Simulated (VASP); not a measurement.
# ZnF2 (P4_2/mnm) in VASP: a series of runs, part 2 of 2

VASP 6.6.1. The steps go on from the part before.

**3. Single point, PBE (12.93 Å³/atom)**

This run uses another cell than the first one, of 12.93 Å³/atom.

INCAR reads:

```
SYSTEM = ZnF2
PREC     = Accurate       ! precision mode
ENCUT    = 600            ! plane-wave cutoff, eV
EDIFF    = 1E-6           ! SCF threshold, eV
ISMEAR   = 0              ! smearing method
SIGMA    = 0.02           ! smearing width, eV
LREAL    = .False.        ! projectors in reciprocal space
LASPH    = .True.         ! aspherical terms in the spheres
NELM     = 120            ! most SCF steps
ALGO     = Normal         ! electronic algorithm
ISIF     = 2              ! what is computed and relaxed
LWAVE    = .False.        ! write WAVECAR
LCHARG   = .True.         ! write CHGCAR
GGA      = PE             ! functional
LELF     = .True.         ! ELF
LVHAR    = .True.       
NBANDS   = 35             ! bands
GGA_COMPAT= .False.
```

KPOINTS reads:

```
regular mesh
0
Gamma
  6 6 8
  0 0 0
```

POSCAR reads:

```
ZnF2
1.0
    4.9325945986      0.0000000000      0.0000000000
    0.0000000000      4.9325945986      0.0000000000
    0.0000000000      0.0000000000      3.1875335715
Zn F
2 4
Direct
    0.0000000000      0.0000000000      0.0000000000
    0.5000000000      0.5000000000      0.5000000000
    0.3080202313      0.3080202313      0.0000000000
    0.1919797687      0.8080202313      0.5000000000
    0.6919797687      0.6919797687      0.0000000000
    0.8080202313      0.1919797687      0.5000000000
```

Potentials or basis: VASP PAW PBE potentials, release 64 (Zn, F).

Started as:

```bash
> cat potpaw_PBE.64/Zn/POTCAR potpaw_PBE.64/F/POTCAR > POTCAR
> mpirun -np 1 vasp_std > vasp.out
```

OUTCAR:

```text
SYSTEM = ZnF2
   PREC = Accurate
   ENCUT = 600
   EDIFF = 1E-6
   ISMEAR = 0
   LREAL = .False.
   LASPH = .True.
   NELM = 120
   ISIF = 2
   GGA = PE

 ion  position               nearest neighbor table
   1  0.000  0.000  0.000-   4 2.08   6 2.08   4 2.08   6 2.08   5 2.15   3 2.15
   2  0.500  0.500  0.500-   3 2.08   5 2.08   3 2.08   5 2.08   4 2.15   6 2.15
   3  0.308  0.308  0.000-   2 2.08   2 2.08   1 2.15
   4  0.192  0.808  0.500-   1 2.08   1 2.08   2 2.15
   5  0.692  0.692  0.000-   2 2.08   2 2.08   1 2.15
   6  0.808  0.192  0.500-   1 2.08   1 2.08   2 2.15

  LATTYP: Found a simple tetragonal cell.
 ALAT       =     4.9325945986
 C/A-ratio  =     0.6462184369

  Lattice vectors:

 A1 = (   4.9325945986,   0.0000000000,   0.0000000000)
 A2 = (   0.0000000000,   4.9325945986,   0.0000000000)
 A3 = (   0.0000000000,   0.0000000000,   3.1875335715)

Analysis of symmetry for initial positions (statically):
=====================================================================
 Subroutine PRICEL returns:
 Original cell was already a primitive cell.

 Routine SETGRP: Setting up the symmetry group for a
 simple tetragonal supercell.

 Subroutine GETGRP returns: Found 16 space group operations
 (whereof  8 operations were pure point group operations)
 out of a pool of 16 trial point group operations.

The static configuration has the point symmetry D_2h.
 The point group associated with its full space group is D_4h.

Analysis of symmetry for dynamics (positions and initial velocities):
=====================================================================
 Subroutine PRICEL returns:
 Original cell was already a primitive cell.

 Routine SETGRP: Setting up the symmetry group for a
 simple tetragonal supercell.

 Subroutine GETGRP returns: Found 16 space group operations
[... 132 lines left out ...]
     AMIX_MAG =   1.60;   BMIX_MAG =  1.00
  volume/ion in A,a.u.               =      12.93        87.23
  Fermi-wavevector in a.u.,A,eV,Ry     =   1.432872  2.707736 27.934424  2.053122
  Thomas-Fermi vector in A             =   2.552452
   LORBIT       =      0    0 simple, 1 ext, 2 COOP (PROOUT), +10 PAW based schemes
   GGA     = PE    functional components
   LHFCALC =     F    Hartree Fock is set to
   AEXX    =    0.0000 exact exchange contribution
   IVDW    =     0    specifies the selected vdW correction
   LEPSILON=     F    determine dielectric tensor
   LRPA    =     F    only Hartree local field effects (RPA)
 non-spin polarized calculation
 Gauss-broadening in eV      SIGMA  =   0.02
  energy-cutoff  :      600.00
  volume of cell :       77.55
 maximum number of plane-waves:      2620
 NGX is ok and might be reduce to    40
   NGX = 19   NGY = 19   NGZ = 13

 number of electron      51.9999995 magnetization

 Free energy of the ion-electron system (eV)
  ---------------------------------------------------
  ext. energy  EPLUGINS =         0.00000000
  ---------------------------------------------------
  free energy    TOTEN  =       -23.20282480 eV

  energy without entropy =      -23.20282480  energy(sigma->0) =      -23.20282480

 E-fermi :  -2.1382     XC(G=0):  -9.6820

 val. band max:       -2.2574240709   @ k =   0.5000   0.0000   0.5000
 cond. band min:       1.1452989461   @ k =   0.0000   0.0000   0.0000
 fundamental gap:      3.4027230170
 Fermi energy:        -2.1382306474

 k-point     1 :       0.0000    0.0000    0.0000
  band No.  band energies     occupation
      1     -23.2489      2.00000
      2     -22.6627      2.00000
      3     -22.6532      2.00000
      4     -22.6532      2.00000
      5      -7.4957      2.00000
      6      -6.8745      2.00000
[... 901 lines left out ...]
     34      11.7167      0.00000
     35      13.5697      0.00000

 [... further k-points ...]

------------------------ aborting loop because EDIFF is reached ----------------------------------------

  FORCE on cell =-STRESS in cart. coord.  units (eV):
  Direction    XX          YY          ZZ          XY          YZ          ZX
  --------------------------------------------------------------------------------------
  -------------------------------------------------------------------------------------
  Total       -2.0767726     -2.0767726     -1.9375188      0.0000000      0.0000000      0.0000000
  in kB      -42.9036180    -42.9036180    -40.0268029      0.0000000      0.0000000      0.0000000
  external PRESSURE =     -41.9446796 kB  Pullay stress =       0.0000000 kB

 VOLUME and BASIS-vectors are now :
 -----------------------------------------------------------------------------
  energy-cutoff  :      600.00
  volume of cell :       77.55
      direct lattice vectors                 reciprocal lattice vectors
     4.932594599  0.000000000  0.000000000     0.202733061  0.000000000  0.000000000
     0.000000000  4.932594599  0.000000000     0.000000000  0.202733061  0.000000000
     0.000000000  0.000000000  3.187533571     0.000000000  0.000000000  0.313722186

 POSITION                                       TOTAL-FORCE (eV/Angst)
 -----------------------------------------------------------------------------------
      0.00000      0.00000      0.00000         0.000000      0.000000      0.000000
      2.46630      2.46630      1.59377         0.000000      0.000000      0.000000
      1.51934      1.51934      0.00000        -0.018747     -0.018747     -0.000000
      0.94696      3.98564      1.59377         0.018747     -0.018747      0.000000
      3.41326      3.41326      0.00000         0.018747      0.018747      0.000000
      3.98564      0.94696      1.59377        -0.018747      0.018747      0.000000
 -----------------------------------------------------------------------------------
    total drift:                                0.000000     -0.000000      0.000000

  FREE ENERGIE OF THE ION-ELECTRON SYSTEM (eV)
  ---------------------------------------------------
  free  energy   TOTEN  =       -23.2028248008 eV

  energy  without entropy=      -23.2028248008  energy(sigma->0) =      -23.20282480
```

Wall time 1.8 min (1 thread of Intel Xeon Platinum 8124M at 3.00GHz (Skylake/Cascade Lake), shared host); peak memory 0.28 GiB.

Results:

```yaml
Free_energy: -23.2028 eV
Pressure: -4.2 GPa
Largest_force: 0.027 eV/Å
Band_gap_on_the_k_mesh: 3.40 eV (least direct gap 3.51 eV)
```

Forces in eV/Å, atoms in the order of the input:
```
Zn   0.000  0.000  0.000
Zn   0.000  0.000  0.000
F   -0.019 -0.019  0.000
F    0.019 -0.019  0.000
F    0.019  0.019  0.000
F   -0.019  0.019  0.000
```

Stress tensor (GPa, compression positive):
```
-4.29  0.00  0.00
 0.00 -4.29  0.00
 0.00  0.00 -4.00
```

Caveat: the cell stands under tension. A k mesh can miss the band edges.

**4. Relaxation of shape and atoms at fixed volume, PBE (12.56 Å³/atom)**

INCAR reads:

```
SYSTEM = ZnF2
PREC = Accurate
ENCUT = 600
EDIFF = 1E-7
ISMEAR = 0
SIGMA = 0.02
LREAL = .FALSE.
LASPH = .TRUE.
NELM = 120
ALGO = Normal
ISIF = 4
LWAVE = .FALSE.
LCHARG = .FALSE.
GGA = PE
IBRION = 2
NSW = 50
EDIFFG = -0.01
GGA_COMPAT = .FALSE.
NELMIN = 4
```

KPOINTS reads:

```
regular mesh
0
G
  6 6 8
  0 0 0
```

POSCAR reads:

```
ZnF2
1.0
    4.8475630519      0.0000000000      0.0000000000
    0.0000000000      4.8475630519      0.0000000000
    0.0000000000      0.0000000000      3.2069341305
Zn F
2 4
Direct
    0.0000000000      0.0000000000      0.0000000000
    0.5000000000      0.5000000000      0.5000000000
    0.3043835378      0.3043835378      0.0000000000
    0.1956164622      0.8043835378      0.5000000000
    0.6956164622      0.6956164622      0.0000000000
    0.8043835378      0.1956164622      0.5000000000
```

Potentials or basis: VASP PAW PBE potentials, release 64 (Zn, F).

Started as:

```bash
> cat potpaw_PBE.64/Zn/POTCAR potpaw_PBE.64/F/POTCAR > POTCAR
> mpirun -np 1 vasp_std > vasp.out
```

OUTCAR:

```text
SYSTEM = ZnF2
   PREC = Accurate
   ENCUT = 600
   EDIFF = 1E-7
   ISMEAR = 0
   LREAL = .FALSE.
   LASPH = .TRUE.
   NELM = 120
   ISIF = 4
   GGA = PE
   IBRION = 2
   NSW = 50
   EDIFFG = -0.01
   NELMIN = 4

 ion  position               nearest neighbor table
   1  0.000  0.000  0.000-   3 2.09   5 2.09   4 2.09   6 2.09   4 2.09   6 2.09
   2  0.500  0.500  0.500-   4 2.09   6 2.09   5 2.09   3 2.09   3 2.09   5 2.09
   3  0.304  0.304  0.000-   1 2.09   2 2.09   2 2.09
   4  0.196  0.804  0.500-   2 2.09   1 2.09   1 2.09
   5  0.696  0.696  0.000-   1 2.09   2 2.09   2 2.09
   6  0.804  0.196  0.500-   2 2.09   1 2.09   1 2.09

  LATTYP: Found a simple tetragonal cell.
 ALAT       =     4.8475630519
 C/A-ratio  =     0.6615559398

  Lattice vectors:

 A1 = (   4.8475630519,   0.0000000000,   0.0000000000)
 A2 = (   0.0000000000,   4.8475630519,   0.0000000000)
 A3 = (   0.0000000000,   0.0000000000,   3.2069341305)

Analysis of symmetry for initial positions (statically):
=====================================================================
 Subroutine PRICEL returns:
 Original cell was already a primitive cell.

 Routine SETGRP: Setting up the symmetry group for a
 simple tetragonal supercell.

 Subroutine GETGRP returns: Found 16 space group operations
 (whereof  8 operations were pure point group operations)
 out of a pool of 16 trial point group operations.

The static configuration has the point symmetry D_2h.
 The point group associated with its full space group is D_4h.

Analysis of symmetry for dynamics (positions and initial velocities):
=====================================================================
 Subroutine PRICEL returns:
 Original cell was already a primitive cell.

 Routine SETGRP: Setting up the symmetry group for a
 simple tetragonal supercell.

 Subroutine GETGRP returns: Found 16 space group operations
 (whereof  8 operations were pure point group operations)
[... 138 lines left out ...]
   AEXX    =    0.0000 exact exchange contribution
   IVDW    =     0    specifies the selected vdW correction
   LEPSILON=     F    determine dielectric tensor
   LRPA    =     F    only Hartree local field effects (RPA)
 conjugate gradient relaxation of ions
 non-spin polarized calculation
 Gauss-broadening in eV      SIGMA  =   0.02
  energy-cutoff  :      600.00
  volume of cell :       75.36
 maximum number of plane-waves:      2549
 NGX is ok and might be reduce to    40
   NGX = 19   NGY = 19   NGZ = 13

--------------------------------------- Ionic step        1  -------------------------------------------

 number of electron      51.9999971 magnetization

 Free energy of the ion-electron system (eV)
  ---------------------------------------------------
  ext. energy  EPLUGINS =         0.00000000
  ---------------------------------------------------
  free energy    TOTEN  =       -23.24318479 eV

  energy without entropy =      -23.24318479  energy(sigma->0) =      -23.24318479

------------------------ aborting loop because EDIFF is reached ----------------------------------------

  FORCE on cell =-STRESS in cart. coord.  units (eV):
  Direction    XX          YY          ZZ          XY          YZ          ZX
  --------------------------------------------------------------------------------------
  -------------------------------------------------------------------------------------
  Total       -1.1422976     -1.1422976     -1.3419478      0.0000000      0.0000000      0.0000000
  in kB      -24.2858259    -24.2858259    -28.5304911      0.0000000      0.0000000      0.0000000
  external PRESSURE =     -25.7007143 kB  Pullay stress =       0.0000000 kB
[... 67 lines left out ...]
--------------------------------------- Ionic step        3  -------------------------------------------

 number of electron      51.9999971 magnetization

 Free energy of the ion-electron system (eV)
  ---------------------------------------------------
  ext. energy  EPLUGINS =         0.00000000
  ---------------------------------------------------
  free energy    TOTEN  =       -23.24411079 eV

  energy without entropy =      -23.24411079  energy(sigma->0) =      -23.24411079

 E-fermi :  -1.9130     XC(G=0):  -9.8386

 val. band max:       -1.9975097288   @ k =   0.5000   0.0000   0.5000
 cond. band min:       1.4095423142   @ k =   0.0000   0.0000   0.0000
 fundamental gap:      3.4070520429
 Fermi energy:        -1.9130345737

 k-point     1 :       0.0000    0.0000    0.0000
  band No.  band energies     occupation
      1     -23.1701      2.00000
      2     -22.5372      2.00000
      3     -22.5372      2.00000
      4     -22.5214      2.00000
      5      -7.4568      2.00000
      6      -6.7643      2.00000
[... 805 lines left out ...]
     30       9.2245      0.00000
     31      10.4982      0.00000

 [... further k-points ...]

------------------------ aborting loop because EDIFF is reached ----------------------------------------

  FORCE on cell =-STRESS in cart. coord.  units (eV):
  Direction    XX          YY          ZZ          XY          YZ          ZX
  --------------------------------------------------------------------------------------
  -------------------------------------------------------------------------------------
  Total       -1.1128116     -1.1128116     -1.1586342      0.0000000      0.0000000      0.0000000
  in kB      -23.6589387    -23.6589387    -24.6331511      0.0000000      0.0000000      0.0000000
  external PRESSURE =     -23.9836762 kB  Pullay stress =       0.0000000 kB
[... 21 lines left out ...]
  FREE ENERGIE OF THE ION-ELECTRON SYSTEM (eV)
  ---------------------------------------------------
  free  energy   TOTEN  =       -23.2441107895 eV

  energy  without entropy=      -23.2441107895  energy(sigma->0) =      -23.24411079

 reached required accuracy - stopping structural energy minimisation
```

CONTCAR:

```text
ZnF2
   1.00000000000000
     4.8556973994897428    0.0000000000000000    0.0000000000000000
     0.0000000000000000    4.8556973994897428    0.0000000000000000
     0.0000000000000000    0.0000000000000000    3.1961985081381896
  Zn              F
     2     4
Direct
     0.0000000000000000    0.0000000000000000    0.0000000000000000
     0.5000000000000000    0.5000000000000000    0.5000000000000000
     0.3052270696679749    0.3052270696679749    0.0000000000000000
     0.1947729303320251    0.8052270696679749    0.5000000000000000
     0.6947729303320251    0.6947729303320251    0.0000000000000000
     0.8052270696679749    0.1947729303320251    0.5000000000000000

  0.00000000E+00  0.00000000E+00  0.00000000E+00
  0.00000000E+00  0.00000000E+00  0.00000000E+00
  0.00000000E+00  0.00000000E+00  0.00000000E+00
  0.00000000E+00  0.00000000E+00  0.00000000E+00
  0.00000000E+00  0.00000000E+00  0.00000000E+00
  0.00000000E+00  0.00000000E+00  0.00000000E+00
```

It took 1.9 min on 1 thread of Intel Xeon 6975P-C (Granite Rapids), shared host; peak memory 0.28 GiB.

Results:

| Item | Value |
| --- | --- |
| Free energy | -23.2441 eV |
| Energy gained by relaxing | 0.2 meV/atom |
| Ionic steps | 3 |
| Pressure after relaxing | -2.4 GPa |
| Largest force after relaxing | 0.006 eV/Å |
| Band gap on the k mesh | 3.41 eV (least direct gap 3.44 eV) |

Forces in eV/Å, atoms in the order of the input:
```
Zn   0.000  0.000  0.000
Zn   0.000  0.000  0.000
F    0.004  0.004  0.000
F   -0.004  0.004  0.000
F   -0.004 -0.004  0.000
F    0.004 -0.004  0.000
```

Stress tensor (GPa, compression positive):
```
-2.37  0.00  0.00
 0.00 -2.37  0.00
 0.00  0.00 -2.46
```

Step by step:
```tsv
step	energy change (eV)	largest force (eV/Å)	pressure (GPa)	volume (Å³)
1	0.0000	0.0383	-2.57	75.36
2	-0.0004	0.0278	-2.52	75.36
3	-0.0009	0.0056	-2.40	75.36
```

Final structure:
```yaml
crystal:
  lattice:
    - [4.85570, 0.00000, 0.00000]
    - [0.00000, 4.85570, 0.00000]
    - [0.00000, 0.00000, 3.19620]
  atoms:
    - { symbol: Zn, position: [0.00000, 0.00000, 0.00000] }
    - { symbol: Zn, position: [0.50000, 0.50000, 0.50000] }
    - { symbol: F, position: [0.30523, 0.30523, 0.00000] }
    - { symbol: F, position: [0.19477, 0.80523, 0.50000] }
    - { symbol: F, position: [0.69477, 0.69477, 0.00000] }
    - { symbol: F, position: [0.80523, 0.19477, 0.50000] }
```

A k mesh can miss the band edges.

**5. Relaxation of shape and atoms at fixed volume, PBE (12.93 Å³/atom)**

This run uses another cell than the first one, of 12.93 Å³/atom.

INCAR is that of step 4.

KPOINTS is that of step 4.

POSCAR reads:

```
ZnF2
1.0
    4.9103596879      0.0000000000      0.0000000000
    0.0000000000      4.9103596879      0.0000000000
    0.0000000000      0.0000000000      3.2164662748
Zn F
2 4
Direct
    0.0000000000      0.0000000000      0.0000000000
    0.5000000000      0.5000000000      0.5000000000
    0.3058572001      0.3058572001      0.0000000000
    0.1941427999      0.8058572001      0.5000000000
    0.6941427999      0.6941427999      0.0000000000
    0.8058572001      0.1941427999      0.5000000000
```

Started as:

```bash
> cat potpaw_PBE.64/Zn/POTCAR potpaw_PBE.64/F/POTCAR > POTCAR
> mpirun -np 1 vasp_std > vasp.out
```

It took 2.2 min on 1 thread of Intel Xeon 6975P-C (Granite Rapids), shared host; peak memory 0.27 GiB.

Results (log left out):

```
Free energy                  : -23.2033 eV
Energy gained by relaxing    : 0.3 meV/atom
Ionic steps                  : 3
Pressure after relaxing      : -4.5 GPa
Largest force after relaxing : 0.006 eV/Å
Band gap on the k mesh       : 3.38 eV (least direct gap 3.48 eV)
```

Forces on the atoms (eV/Å):
```
Zn   0.000  0.000  0.000
Zn   0.000  0.000  0.000
F    0.004  0.004  0.000
F   -0.004  0.004  0.000
F   -0.004 -0.004  0.000
F    0.004 -0.004  0.000
```

Step by step:
```tsv
step	energy change (eV)	largest force (eV/Å)	pressure (GPa)	volume (Å³)
1	0.0000	0.0430	-4.75	77.55
2	-0.0006	0.0339	-4.68	77.55
3	-0.0015	0.0063	-4.45	77.55
```

Final structure:
```
Zn F
1.0
     4.92267    0.00000    0.00000
     0.00000    4.92267    0.00000
     0.00000    0.00000    3.20040
Zn F
2 4
Cartesian
  0.0000 0.0000 0.0000
  2.4613 2.4613 1.6002
  1.5115 1.5115 0.0000
  0.9498 3.9728 1.6002
  3.4112 3.4112 0.0000
  3.9728 0.9498 1.6002
```

Levels at points of the mesh, in eV from the valence-band top:
```
           k point  band 22  band 23  band 24  band 25  band 26  band 27  band 28  band 29  band 30  band 31
(0.00, 0.00, 0.00)    -0.98    -0.64    -0.13    -0.13    -0.10     3.38     8.63     9.62     9.62    13.17
(0.50, 0.00, 0.00)    -1.07    -0.51    -0.51    -0.18    -0.18     5.76     5.76    10.45    10.45    12.30
(0.50, 0.50, 0.00)    -1.49    -0.85    -0.85    -0.15    -0.15     6.49     6.49     9.06     9.06    13.79
(0.00, 0.00, 0.50)    -1.24    -0.93    -0.93    -0.92    -0.92     7.82     7.82    11.52    11.52    13.06
(0.50, 0.00, 0.50)    -1.17    -0.94    -0.94     0.00     0.00     8.19     8.19    10.15    10.15    13.53
(0.50, 0.50, 0.50)    -0.96    -0.92    -0.92    -0.79    -0.79     7.65     7.65    11.31    11.31    11.93
```

**6. Summary**

| task | cell | gap on the mesh (eV) | pressure (GPa) | largest force (eV/Å) |
| --- | --- | --- | --- | --- |
| single point | a = 4.864, b = 4.864, c = 3.186 Å, 6 atoms, atomic positions A | 3.42 | -2.2 | 0.02 |
| single point | a = 4.933, b = 4.933, c = 3.188 Å, 6 atoms, atomic positions B | 3.40 | -4.2 | 0.03 |
| relaxation of shape and atoms at fixed volume | relaxed from a = 4.848, b = 4.848, c = 3.207 Å, 6 atoms, atomic positions A | 3.41 | -2.4 | 0.01 |
| relaxation of shape and atoms at fixed volume | relaxed from a = 4.910, b = 4.910, c = 3.216 Å, 6 atoms, atomic positions A | 3.38 | -4.5 | 0.01 |

Alike in all rows: level PBE; potentials or basis VASP PAW PBE potentials, release 64 (Zn, F); no spin polarisation; k mesh 6 × 6 × 8; cutoff (eV) 600; smearing gaussian 0.02 eV.

Caveats: the cell stands under tension (at least some runs).

Absolute energies hang on the potentials; compare differences alone.
